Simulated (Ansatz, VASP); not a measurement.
# InSe: VASP beside Ansatz

File INCAR:

```
PREC = Accurate
ENCUT = 520
EDIFF = 1E-7
ISMEAR = -1
SIGMA = 0.02
LREAL = False
LASPH = True
NELM = 80
ALGO = Normal
ISIF = 2
LWAVE = False
LCHARG = False
GGA = PE
NBANDS = 27
```

The input KPOINTS:

```
regular mesh
0
Gamma
  8 8 8
```

POSCAR

```
InSe
1.0
    2.0417215364      1.1787884787      8.5410312902
   -2.0417215364      1.1787884787      8.5410312902
    0.0000000000     -2.3575769574      8.5410312902
In Se
2 2
Direct
    0.0010361771      0.0010361771      0.0010361771
    0.1102938426      0.1102938426      0.1102938426
    0.6193910833      0.6193910833      0.6193910833
    0.8252788969      0.8252788969      0.8252788969
```

Input for Ansatz:

```yaml
crystal:
  lattice:
    - [2.0417215364, 1.1787884787, 8.5410312902]
    - [-2.0417215364, 1.1787884787, 8.5410312902]
    - [0.0, -2.3575769574, 8.5410312902]
  atoms:
    - { symbol: In, position: [0.0010361771, 0.0010361771, 0.0010361771] }
    - { symbol: In, position: [0.1102938426, 0.1102938426, 0.1102938426] }
    - { symbol: Se, position: [0.6193910833, 0.6193910833, 0.6193910833] }
    - { symbol: Se, position: [0.8252788969, 0.8252788969, 0.8252788969] }
kpoints:
  mp_grid: { grid: [8, 8, 8] }
  band_path:
    path:
      - [0.0, 0.0, 0.0]
      - [-0.5, -0.5, -0.5]
      - [-0.5, -0.1793653847, -0.8206346153]
      - [-0.1793653847, 0.1793653847, -0.5]
      - [0.0, 0.0, -0.5]
      - [0.0, 0.3396826923, -0.3396826923]
      - [-0.3396826923, 0.0, -0.6603173077]
      - [-0.5, 0.0, -0.5]
    npoints: 1
hamiltonian:
  xc: pbe
scf:
  occupations: { method: fermi_dirac, width: 0.02 }
  n_extra_bands: 5
output:
  forces: true
  stress: true
  eigenvalues: true
  write_density: true
  write_potential: true
  elf: true
  volumetric_format: npy
```

Change from the starting cell: hydrostatic strain +1.6%.

Alike in both runs: task single point; functional PBE; k mesh 8 × 8 × 8; occupations fermi-dirac, width 0.02 eV; no spin polarisation.

|  | VASP | Ansatz |
| --- | --- | --- |
| version | VASP 6.6.1 | Ansatz 0.2.0 |
| potentials or method | VASP PAW PBE potentials, release 64 (In_d, Se) | plane waves, PAW |
| plane-wave cutoff (eV) | 520 | 420 |
| valence electrons in the cell | 38 | 58 |

```csv
,VASP,Ansatz,Ansatz less VASP
pressure (GPa),1.2,1.1,-0.04
"traceless stress, the component that is largest in VASP (GPa)",0.41,0.42,+0.005
rms of the force components (eV/Å),0.092,0.083,-0.0083
```

Atom by atom the forces differ by 0.009 eV/Å (rms over components). VASP's potentials hold 38 valence electrons a cell and Ansatz's 58, so a difference there can come from the potentials and not from the codes.
